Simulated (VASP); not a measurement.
Write the native input for VASP 6.6.1 that does the following.

| Quantity | Value |
| --- | --- |
| Task | single point |
| Functional | PBE |
| Potentials or basis | VASP PAW PBE potentials, release 64 (Zr_sv) |
| Cutoff | 520 eV |
| k mesh | 16 × 16 × 16 |
| Occupations | fermi-dirac, width 0.03 eV |
| Spin | non-collinear spin, zero start, spin-orbit coupling |
| Starting moments | [[0.0, 0.0, 0.0]] μB |
| Dipole correction | no |
| Further INCAR settings | ALGO = Normal; EDIFF = 1e-06; NBANDS = 23 |

The structure of Zr lies in POSCAR:

```
Zr
1.0
   -1.8100000000      1.8100000000      1.8100000000
    1.8100000000     -1.8100000000      1.8100000000
    1.8100000000      1.8100000000     -1.8100000000
Zr
1
Direct
    0.0000000000      0.0000000000      0.0000000000
```

This isn't the form of Zr at room conditions, which is hcp.

The input as run:

INCAR

```
SYSTEM = Zr
PREC = Accurate
ENCUT = 520
EDIFF = 1E-6
ISMEAR = -1
SIGMA = 0.03
LREAL = .False.
LASPH = .True.
NELM = 150
ALGO = Normal
ISIF = 2
LWAVE = .False.
LCHARG = .False.
MAGMOM = 0 0 0
LORBIT = 11
LSORBIT = .True.
GGA_COMPAT = .False.
LORBMOM = .True.
LMAXMIX = 4
GGA = PE
NBANDS = 23
```

KPOINTS

```
Automatic mesh
0
Gamma
  16 16 16
  0 0 0
```

Potentials or basis: VASP PAW PBE potentials, release 64 (Zr_sv).

Run with:

```console
$ cat potpaw_PBE.64/Zr_sv/POTCAR > POTCAR
$ mpirun -np 1 vasp_ncl > vasp.out
```

Results of the run:

```
Pressure                                              : -3.2 GPa
Net moment                                            : 0.00 μB per cell
Valence electrons inside the program's atomic spheres : Zr 9.83
```

Caveat: the cell stands under tension.

It took 3.4 min on 1 thread of Intel Xeon 8259CL (shared host), peak memory 0.27 GiB.
